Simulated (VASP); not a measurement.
## RbBr2: single point with PBE

RbBr2:

```
CELL_PARAMETERS angstrom
3.80248 0.00000 0.00000
0.00000 3.80248 0.00000
0.00000 0.00000 4.79536
ATOMIC_POSITIONS crystal
Rb 0.00000 0.00000 0.50000
Br 0.00000 0.50000 0.00000
Br 0.50000 0.00000 0.00000
```

* Program: VASP 6.6.1
* Task: single point
* Functional: PBE
* Potentials or basis: VASP PAW PBE potentials, release 64 (Rb_sv, Br)
* Cutoff: 520 eV
* k mesh: 4 × 4 × 4
* Occupations: gaussian, width 0.1 eV
* Spin: no spin polarisation
* Dipole correction: no
* Further INCAR settings: ALGO = Normal; EDIFF = 1e-07; NBANDS = 18

```json
{
  "Pressure": "31.9 GPa",
  "Band gap on the k mesh": "zero (an odd number of electrons rules out a gap without spin polarisation)"
}
```

Stress tensor (GPa, compression positive):
```
39.04  0.00  0.00
 0.00 39.04  0.00
 0.00  0.00 17.47
```

Levels at points of the mesh, in eV from the Fermi level:
| k point | band 8 | band 9 | band 10 | band 11 | band 12 | band 13 | band 14 | band 15 |
| --- | --- | --- | --- | --- | --- | --- | --- | --- |
| (0.00, 0.00, 0.00) | -6.23 | -4.89 | -2.56 | 0.16 | 0.28 | 0.28 | 3.13 | 3.43 |
| (0.50, 0.00, 0.00) | -4.23 | -4.08 | -4.03 | -3.85 | -3.75 | 2.79 | 4.36 | 5.56 |
| (0.50, 0.50, 0.00) | -8.32 | -4.76 | -4.76 | 1.50 | 1.79 | 2.75 | 4.14 | 7.06 |
| (0.00, 0.00, 0.50) | -6.56 | -6.56 | -3.22 | 0.19 | 0.19 | 2.53 | 3.22 | 5.85 |
| (0.50, 0.00, 0.50) | -4.44 | -4.09 | -4.01 | -3.79 | -3.61 | 4.15 | 4.92 | 4.96 |
| (0.50, 0.50, 0.50) | -7.17 | -3.73 | -3.73 | 0.59 | 1.57 | 1.81 | 3.66 | 5.57 |

Run time: 14 s on 1 thread of Intel(R) Xeon(R) Platinum 8488C (Sapphire Rapids), with other jobs on the host, peak memory 0.17 GiB.

Caveat: the k points lie up to 0.41 Å⁻¹ apart, too coarse for converged energies and pressures of a metal; an odd number of electrons without spin polarisation forces a metal; a magnetic or distorted state may lie lower.
